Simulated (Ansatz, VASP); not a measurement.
# Sc in VASP and in Ansatz

The input INCAR:

```
  PREC = Accurate
  ENCUT = 520
  EDIFF = 1E-7
  ISMEAR = -1
  SIGMA = 0.1
  LREAL = False
  LASPH = True
  NELM = 100
  ALGO = Normal
  ISIF = 2
  LWAVE = False
  LCHARG = False
  GGA = B5
  ALDAX = 1.0
  AGGAX = 1.0
  AGGAC = 1.0
  ALDAC = 0.0
  NBANDS = 24
```

File KPOINTS:

```
Automatic mesh
0
Gamma
  8 8 11
```

The input POSCAR:

```
Sc
1.0
    5.0173420671      0.0000000000      0.0000000000
   -2.5086710336      4.3451456896      0.0000000000
    0.0000000000      0.0000000000      3.1506541042
Sc
3
Direct
    1.0000000000      1.0000000000      0.0000000000
    0.3333333333      0.6666666667      0.5000000000
    0.6666666667      0.3333333333      0.5000000000
```

Input for Ansatz:

```yaml
crystal:
  lattice:
    - [5.0173420671, 0.0, 0.0]
    - [-2.5086710336, 4.3451456896, 0.0]
    - [0.0, 0.0, 3.1506541042]
  atoms:
    - { symbol: Sc, position: [1.0, 1.0, 0.0] }
    - { symbol: Sc, position: [0.3333333333, 0.6666666667, 0.5] }
    - { symbol: Sc, position: [0.6666666667, 0.3333333333, 0.5] }
hamiltonian:
  xc: blyp
  pseudopotentials:
    kind: paw
    azcp:
      Sc: "pseudopotentials/Sc.paw.azcp"
basis:
  ecutwfc: 420
  fft_grid_basis: typed
kpoints:
  mp_grid: { grid: [8, 8, 11], shift: [0, 0, 0] }
magnetization:
  spin_polarized: false
scf:
  occupations: { method: fermi_dirac, width: 0.1 }
  lower_state_search: "off"
output:
  stress: true
```

Alike in both runs: task single point; functional BLYP; k mesh 8 × 8 × 11; occupations fermi-dirac, width 0.1 eV; no spin polarisation.

```csv
,VASP,Ansatz
version,VASP 6.6.1,Ansatz 0.2.0
potentials or method,"VASP PAW PBE potentials, release 64 (Sc_sv), cutoff 520 eV","plane waves (420 eV) with PAW, scalar-relativistic"
valence electrons in the cell,33,33
```

VASP gave:

| Property | Result |
| --- | --- |
| pressure (GPa) | 4.9 |

**Question.** What did Ansatz give for the same quantities?

**Answer.** Pressure (GPa): 4.8.

VASP's potentials were made for PBE, not for BLYP. The functional is the same, so the differences come from potentials, cutoffs and numerics.
